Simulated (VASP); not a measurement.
# Ti (Fm-3m) in VASP: further runs

The runs below take Ti through single point, with PBEsol.

Everything below comes from runs of VASP 6.6.1. Logs are shortened: lines on timing, memory, paths and dates and some standing lists are left out, and cuts for length are marked.

## Step 1: The cell of the first run

The structure is cubic, space group Fm-3m (No. 225). Conventional cell: a = 4.061 Å, b = 4.061 Å, c = 4.061 Å, α = 90.00°, β = 90.00°, γ = 90.00°. Ti (site symmetry m-3m) has 12 Ti at 2.87 Å within 3.8 Å.

## Step 2: Single point, PBEsol

The input, INCAR:

```
PREC = Accurate
ENCUT = 520
EDIFF = 1E-7
ISMEAR = -1
SIGMA = 0.1
LREAL = False
LASPH = True
NELM = 80
ALGO = Normal
ISIF = 2
LWAVE = False
LCHARG = False
GGA = PS
NBANDS = 12
```

The input, KPOINTS:

```
regular mesh
0
Gamma
  9 9 9
```

The input, POSCAR:

```
Ti
1.0
    0.0000000293      2.0304278296      2.0304278882
    2.0304279760     -0.0000000585      2.0304279760
    2.0304278882      2.0304278296      0.0000000293
Ti
1
Direct
    0.0000000000      0.0000000000      0.0000000000
```

Potentials or basis: VASP PAW PBE potentials, release 64 (Ti_sv).

Command:

```bash
$ cat potpaw_PBE.64/Ti_sv/POTCAR > POTCAR
$ mpirun -np 1 vasp_std > vasp.out
```

OUTCAR:

```text
PREC = Accurate
   ENCUT = 520
   EDIFF = 1E-7
   ISMEAR = -1
   LREAL = False
   LASPH = True
   NELM = 80
   ISIF = 2
   GGA = PS

 ion  position               nearest neighbor table
   1  0.000  0.000  0.000-

  LATTYP: Found a face centered cubic cell.
 ALAT       =     4.0608559520

  Lattice vectors:

 A1 = (   0.0000000293,   2.0304278296,   2.0304278882)
 A2 = (   2.0304279760,  -0.0000000585,   2.0304279760)
 A3 = (   2.0304278882,   2.0304278296,   0.0000000293)

Analysis of symmetry for initial positions (statically):
=====================================================================
 Subroutine PRICEL returns:
 Original cell was already a primitive cell.

 Routine SETGRP: Setting up the symmetry group for a
 face centered cubic supercell.

 Subroutine GETGRP returns: Found 48 space group operations
 (whereof 48 operations were pure point group operations)
 out of a pool of 48 trial point group operations.

The static configuration has the point symmetry O_h .

Analysis of symmetry for dynamics (positions and initial velocities):
=====================================================================
 Subroutine PRICEL returns:
 Original cell was already a primitive cell.

 Routine SETGRP: Setting up the symmetry group for a
 face centered cubic supercell.

 Subroutine GETGRP returns: Found 48 space group operations
 (whereof 48 operations were pure point group operations)
 out of a pool of 48 trial point group operations.

The dynamic configuration has the point symmetry O_h .

 Subroutine INISYM returns: Found 48 space group operations
 (whereof 48 operations are pure point group operations),
 and found     1 'primitive' translations

----------------------------------------------------------------------------------------

                                     Primitive cell

  volume of cell :      16.7414

  direct lattice vectors                    reciprocal lattice vectors
     0.000000029  2.030427830  2.030427888    -0.246253513  0.246253516  0.246253520
     2.030427976 -0.000000059  2.030427976     0.246253499 -0.246253509  0.246253499
     2.030427888  2.030427830  0.000000029     0.246253520  0.246253516 -0.246253513

  length of vectors
     2.871458615  2.871458781  2.871458615     0.426523602  0.426523577  0.426523602

  position of ions in fractional coordinates (direct lattice)
     0.000000000  0.000000000  0.000000000

  ion indices of the primitive-cell ions
   primitive index   ion index
                 1           1

----------------------------------------------------------------------------------------

 KPOINTS: regular mesh

Automatic generation of k-mesh.
 Grid dimensions read from file:
 generate k-points for:    9    9    9

 Generating k-lattice:

  Cartesian coordinates                     Fractional coordinates (reciprocal lattice)
    -0.027361501  0.027361502  0.027361502     0.111111111  0.000000000 -0.000000000
     0.027361500 -0.027361501  0.027361500     0.000000000  0.111111111 -0.000000000
     0.027361502  0.027361502 -0.027361501     0.000000000  0.000000000  0.111111111

  Length of vectors
     0.047391511  0.047391509  0.047391511

  Shift w.r.t. Gamma in fractional coordinates (k-lattice)
     0.000000000  0.000000000  0.000000000

 Subroutine IBZKPT returns following result:
 ===========================================

 Found     35 irreducible k-points:

 Following reciprocal coordinates:
            Coordinates               Weight
  0.000000  0.000000  0.000000      1.000000
  0.111111  0.000000 -0.000000      8.000000
  0.222222  0.000000 -0.000000      8.000000
  0.333333 -0.000000 -0.000000      8.000000
  0.444444  0.000000 -0.000000      8.000000
  0.111111  0.111111 -0.000000      6.000000
[... 16 lines left out ...]
 -0.333333  0.333333  0.000000     12.000000
  0.444444  0.444444 -0.000000      6.000000
 [... further k-points ...]
   k-points           NKPTS =     35   k-points in BZ     NKDIM =     35   number of bands    NBANDS=     12
   number of dos      NEDOS =    301   number of ions     NIONS =      1
   total plane-waves  NPLWV =  13824
   dimension x,y,z NGX =    24 NGY =   24 NGZ =   24
   dimension x,y,z NGXF=    48 NGYF=   48 NGZF=   48
   ions per type =               1
   NGX,Y,Z   is equivalent  to a cutoff of  13.90, 13.90, 13.90 a.u.
   NGXF,Y,Z  is equivalent  to a cutoff of  27.79, 27.79, 27.79 a.u.
 SYSTEM =  unknown system
   PREC   = accura    normal or accurate (medium, high low for compatibility)
   ISTART =      0    job   : 0-new  1-cont  2-samecut
   ICHARG =      2    charge: 1-file 2-atom 10-const
   ISPIN  =      1    spin polarized calculation?
   LNONCOLLINEAR =      F non collinear calculations
   LSORBIT =      F    spin-orbit coupling
   LASPH  =      T    aspherical Exc in radial PAW
   ENCUT  =  520.0 eV  38.22 Ry    6.18 a.u.   5.34  5.34  5.34*2*pi/ulx,y,z
   NELM   =     80;   NELMIN=  2; NELMDL= -5     # of ELM steps
   EDIFF  = 0.1E-06   stopping-criterion for ELM
   LREAL  =      F    real-space projection
   EDIFFG = 0.1E-05   stopping-criterion for IOM
   NSW    =      0    number of steps for IOM
   IBRION =     -1    ionic relax: 0-MD 1-quasi-New 2-CG
   NFREE  =      0    steps in history (QN), initial steepest desc. (CG)
   ISIF   =      2    stress and relaxation
   ISYM   =      2    0-nonsym 1-usesym 2-fastsym
   POTIM  = 0.5000    time-step for ionic-motion
   TEBEG  =    0.0;   TEEND  =   0.0 temperature during run
   PSTRESS=    0.0 pullay stress
   NELECT =      12.0000    total number of electrons
   NUPDOWN=      -1.0000    fix difference up-down
   EMIN   =  10.00;   EMAX   =-10.00  energy-range for DOS
   EFERMI =   0.00;   METHOD = LEGACY
   ISMEAR =    -1;   SIGMA  =   0.10  broadening in eV -4-tet -1-fermi 0-gaus
   EFERMI_NEDOS =   21; number of points for ismear=-14 and -15
   IALGO  =     38    algorithm
   IMIX   =      4    mixing-type and parameters
     AMIX     =   0.40;   BMIX     =  1.00
     AMIX_MAG =   1.60;   BMIX_MAG =  1.00
  volume/ion in A,a.u.               =      16.74       112.98
  Fermi-wavevector in a.u.,A,eV,Ry     =   1.465113  2.768661 29.205654  2.146555
  Thomas-Fermi vector in A             =   2.581008
   LORBIT       =      0    0 simple, 1 ext, 2 COOP (PROOUT), +10 PAW based schemes
   GGA     = PS    functional components
   LHFCALC =     F    Hartree Fock is set to
   AEXX    =    0.0000 exact exchange contribution
   IVDW    =     0    specifies the selected vdW correction
   LEPSILON=     F    determine dielectric tensor
   LRPA    =     F    only Hartree local field effects (RPA)
 non-spin polarized calculation
  energy-cutoff  :      520.00
  volume of cell :       16.74
 maximum number of plane-waves:       465
 NGX is ok and might be reduce to    24
   NGX = 11   NGY = 11   NGZ = 11

 number of electron      12.0000002 magnetization

 Free energy of the ion-electron system (eV)
  ---------------------------------------------------
  ext. energy  EPLUGINS =         0.00000000
  ---------------------------------------------------
  free energy    TOTEN  =        -8.30946926 eV

  energy without entropy =       -8.25338137  energy(sigma->0) =       -8.28142531

 E-fermi :   8.4950     XC(G=0): -11.8131

 val. band max:        8.4866903570   @ k =  -0.3333   0.3333   0.1111
 cond. band min:       8.5051121952   @ k =   0.3333  -0.0000  -0.0000
 fundamental gap:      0.0184218382
 Fermi energy:         8.4949569609

 k-point     1 :       0.0000    0.0000    0.0000
  band No.  band energies     occupation
      1     -47.9295      2.00000
      2     -23.8377      2.00000
      3     -23.8377      2.00000
      4     -23.8377      2.00000
      5       2.3044      2.00000
      6       9.3860      0.00027
      7       9.3860      0.00027
      8       9.3860      0.00027
      9      11.0936      0.00000
     10      11.0936      0.00000
     11      23.9603      0.00000
     12      28.5730      0.00000

 k-point     2 :       0.1111    0.0000   -0.0000
  band No.  band energies     occupation
      1     -47.9128      2.00000
      2     -23.9304      2.00000
      3     -23.8492      2.00000
      4     -23.8492      2.00000
      5       2.7124      2.00000
      6       9.1417      0.00310
      7       9.5244      0.00007
      8       9.5244      0.00007
      9      11.0108      0.00000
     10      11.0108      0.00000
     11      24.2412      0.00000
     12      26.2542      0.00000

 k-point     3 :       0.2222    0.0000   -0.0000
  band No.  band energies     occupation
      1     -47.8703      2.00000
      2     -24.1608      2.00000
      3     -23.8782      2.00000
      4     -23.8782      2.00000
      5       3.8072      2.00000
      6       8.6568      0.33083
      7       9.6722      0.00002
      8       9.6722      0.00002
      9      11.0716      0.00000
     10      11.0716      0.00000
     11      22.5775      0.00000
     12      24.9098      0.00000
[... 286 lines left out ...]
 k-point    23 :      -0.3333    0.3333    0.0000
  band No.  band energies     occupation
      1     -47.7494      2.00000
      2     -24.3487      2.00000
      3     -24.3414      2.00000
      4     -24.0116      2.00000
      5       7.2259      1.99999
      6       7.3030      1.99999
      7       8.6604      0.32102
      8      10.7319      0.00000
      9      11.7746      0.00000
     10      15.3093      0.00000
     11      17.4242      0.00000
     12      19.4688      0.00000

 k-point    24 :       0.4444    0.4444   -0.0000
  band No.  band energies     occupation
      1     -47.7438      2.00000
      2     -24.5292      2.00000
      3     -24.0967      2.00000
      4     -24.0967      2.00000
      5       5.7921      2.00000
      6       6.7390      2.00000
      7      11.1390      0.00000
      8      12.1833      0.00000
      9      12.3766      0.00000
     10      12.3766      0.00000
     11      19.9889      0.00000
     12      20.8704      0.00000

 [... further k-points ...]

------------------------ aborting loop because EDIFF is reached ----------------------------------------

  FORCE on cell =-STRESS in cart. coord.  units (eV):
  Direction    XX          YY          ZZ          XY          YZ          ZX
  --------------------------------------------------------------------------------------
  -------------------------------------------------------------------------------------
  Total       -0.0287353     -0.0287353     -0.0287353      0.0000000      0.0000000     -0.0000000
  in kB       -2.7500077     -2.7500075     -2.7500077      0.0000001      0.0000001     -0.0000002
  external PRESSURE =      -2.7500076 kB  Pullay stress =       0.0000000 kB

 VOLUME and BASIS-vectors are now :
 -----------------------------------------------------------------------------
  energy-cutoff  :      520.00
  volume of cell :       16.74
      direct lattice vectors                 reciprocal lattice vectors
     0.000000029  2.030427830  2.030427888    -0.246253513  0.246253516  0.246253520
     2.030427976 -0.000000059  2.030427976     0.246253499 -0.246253509  0.246253499
     2.030427888  2.030427830  0.000000029     0.246253520  0.246253516 -0.246253513

 POSITION                                       TOTAL-FORCE (eV/Angst)
 -----------------------------------------------------------------------------------
      0.00000      0.00000      0.00000         0.000000     -0.000000     -0.000000
 -----------------------------------------------------------------------------------
    total drift:                                0.000000      0.000000     -0.000000

  FREE ENERGIE OF THE ION-ELECTRON SYSTEM (eV)
  ---------------------------------------------------
  free  energy   TOTEN  =        -8.3094692639 eV

  energy  without entropy=       -8.2533813653  energy(sigma->0) =       -8.28142531
```

Run time: 14 s. Hardware: 1 thread of Intel Xeon Platinum 8488C (Sapphire Rapids), shared host; peak memory 0.14 GiB.

Results:

```
Free energy            : -8.3095 eV
Pressure               : -0.3 GPa
Band gap on the k mesh : zero (band 6 reaches 9.39 eV, above the bottom of band 7 at 8.05 eV)
```

Caveat: the PAW data sets were made with another functional, which shifts forces and pressure a little.

## Step 3: Single point, PBEsol

The input, INCAR:

```
SYSTEM = Ti
PREC = Accurate ; ENCUT = 520
EDIFF = 1E-6 ; ISMEAR = -1
SIGMA = 0.1 ; LREAL = .FALSE.
LASPH = .TRUE. ; NELM = 100
ALGO = Normal ; ISIF = 2
LWAVE = .FALSE. ; LCHARG = .FALSE.
GGA = PS ; NBANDS = 12
```

The input, KPOINTS:

```
regular mesh
0
G
  9 9 9
  0 0 0
```

The input, POSCAR:

```
Ti
1.0
    0.0000000000      2.0300000000      2.0300000000
    2.0300000000      0.0000000000      2.0300000000
    2.0300000000      2.0300000000      0.0000000000
Ti
1
Direct
    0.0000000000      0.0000000000      0.0000000000
```

Potentials or basis: VASP PAW PBE potentials, release 64 (Ti_sv).

Command:

```bash
$ cat potpaw_PBE.64/Ti_sv/POTCAR > POTCAR
$ mpirun -np 1 vasp_std > vasp.out
```

Wall time 14 s (1 thread of Intel Xeon Platinum 8488C (Sapphire Rapids), shared host); peak memory 0.13 GiB.

It converged, with:

```
Free energy            : -8.3095 eV
Pressure               : -0.2 GPa
Band gap on the k mesh : zero (band 6 reaches 9.39 eV, above the bottom of band 7 at 8.06 eV)
```

Levels at points of the mesh, in eV from the Fermi level:
| k point | band 3 | band 4 | band 5 | band 6 | band 7 | band 8 | band 9 | band 10 |
| --- | --- | --- | --- | --- | --- | --- | --- | --- |
| (0.00, 0.00, 0.00) | -32.33 | -32.33 | -6.19 | 0.89 | 0.89 | 0.89 | 2.60 | 2.60 |

Caveat: the PAW data sets were made with another functional, which shifts forces and pressure a little.
